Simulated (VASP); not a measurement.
A run of VASP 6.6.1:

File INCAR:

```
SYSTEM = Al4Co
  ALGO = Normal
  EDIFF = 1E-6
  EDIFFG = -0.08
  ENCUT = 600
  GGA = PE
  IBRION = 2
  ISIF = 3
  ISMEAR = 0
  ISPIN = 2
  LASPH = .TRUE.
  LCHARG = .FALSE.
  LMAXMIX = 4
  LORBIT = 11
  LREAL = .FALSE.
  LWAVE = .FALSE.
  MAGMOM = 0 0 0 0 3
  NELM = 150
  NSW = 36
  PREC = Accurate
  SIGMA = 0.2
```

KPOINTS

```
k-points
0
G
  4 4 4
  0 0 0
```

Contents of POSCAR:

```
Al4Co
1.0
    4.1489713400      0.0000000000      0.0000000000
    0.0000000000      4.1489713400      0.0000000000
    0.0000000000      0.0000000000      4.1489713400
Al Co
4 1
Direct
    0.5000000000      0.0000000000      0.0000000000
    0.0000000000      0.5000000000      0.0000000000
    0.0000000000      0.0000000000      0.5000000000
    0.5000000000      0.5000000000      0.5000000000
    0.0000000000      0.0000000000      0.0000000000
```

Potentials or basis: VASP PAW PBE potentials, release 64 (Al, Co).

Run with:

```sh
$ cat potpaw_PBE.64/Al/POTCAR potpaw_PBE.64/Co/POTCAR > POTCAR
$ mpirun -np 1 vasp_std > vasp.out
```

Hardware: 1 thread of AMD EPYC 7R13 Processor (Zen 3), with other jobs on the host.

Problem. Estimate the wall time of this run.

Solution. Run time: 79 s on 1 thread of AMD EPYC 7R13 Processor (Zen 3), with other jobs on the host, peak memory 0.21 GiB. Counts: scf iterations 42, k points 10, ion steps 3.
